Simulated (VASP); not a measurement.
Wanted: the native input for a VASP 6.6.1 run.

* Task: single point
* Functional: PBE
* Potentials or basis: VASP PAW PBE potentials, release 64 (Hf_pv, B)
* Cutoff: 520 eV
* k mesh: 12 × 12 × 9
* Occupations: fermi-dirac, width 0.1 eV
* Spin: no spin polarisation
* Dipole correction: no
* Further INCAR settings: ALGO = Normal; EDIFF = 1e-07; NBANDS = 15

The structure of HfB2 lies in POSCAR:

```
HfB2
1.0
    3.1446802308      0.0000000000      0.0000000000
   -1.5723401154      2.7233729667      0.0000000000
    0.0000000000      0.0000000000      3.4883282618
Hf B
1 2
Direct
    0.0000000000      0.0000000000      0.0000000000
    0.3333333333      0.6666666667      0.5000000000
    0.6666666667      0.3333333333      0.5000000000
```

These files were run (other wordings do the same):

INCAR

```
SYSTEM = HfB2
PREC = Accurate ; ENCUT = 520
EDIFF = 1E-7 ; ISMEAR = -1
SIGMA = 0.1 ; LREAL = .FALSE.
LASPH = .TRUE. ; NELM = 80
ALGO = Normal ; ISIF = 2
LWAVE = .FALSE. ; LCHARG = .FALSE.
GGA = PE ; NBANDS = 15
```

KPOINTS

```
Automatic mesh
0
G
  12 12 9
  0 0 0
```

Potentials or basis: VASP PAW PBE potentials, release 64 (Hf_pv, B).

Command:

```bash
$ cat potpaw_PBE.64/Hf_pv/POTCAR potpaw_PBE.64/B/POTCAR > POTCAR
$ mpirun -np 1 vasp_std > vasp.out
```

Results of the run:

```yaml
Pressure: -0.4 GPa
Band_gap_on_the_k_mesh: zero (band 8 reaches 8.43 eV, above the bottom of band 9 at 7.05 eV)
```

Caveat: spin-orbit coupling is left out, which moves the levels of the heavy elements.

Wall time 23 s on 1 thread of Intel Xeon 6975P-C, with other jobs on the host, peak memory 0.17 GiB.
